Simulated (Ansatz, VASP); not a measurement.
HfO2: VASP beside Ansatz

```
Hf O
1.0
     4.88122    0.00000    0.00000
     0.00000    4.88122    0.00000
     0.00000    0.00000    3.23789
Hf O
2 4
Direct
  0.00000 0.00000 0.00000
  0.50000 0.50000 0.50000
  0.12673 0.73710 0.50000
  0.37327 0.23710 0.00000
  0.62673 0.76290 0.00000
  0.87327 0.26290 0.50000
```

Alike in both runs: task single point; functional r2SCAN; k mesh 6 × 6 × 8; occupations gaussian, width 0.05 eV; no spin polarisation.

```csv
,VASP,Ansatz
version,VASP 6.6.1,Ansatz 0.2.0
potentials or method,"VASP PAW PBE potentials, release 64 (Hf_pv, O)","scalar-relativistic, plane waves, PAW"
plane-wave cutoff (eV),520,500
valence electrons in the cell,44,76
```

VASP gave:

| Quantity | Value |
| --- | --- |
| gap on the k mesh at the Fermi level (eV) | 3.97 |
| pressure (GPa) | -18.6 |
| traceless stress, the component that is largest in VASP (GPa) | -2.40 |
| rms of the force components (eV/Å) | 0.846 |

Problem. Estimate Ansatz's values.

Solution. gap on the k mesh at the Fermi level (eV): 3.99; pressure (GPa): -15.8; traceless stress, the component that is largest in VASP (GPa): -2.42; rms of the force components (eV/Å): 0.796.

VASP's potentials were made for PBE, not for r2SCAN. Atom by atom the forces differ by 0.049 eV/Å (rms over components). VASP's potentials hold 44 valence electrons a cell and Ansatz's 76, so a difference there can come from the potentials and not from the codes.

Neither program's run includes spin-orbit coupling.
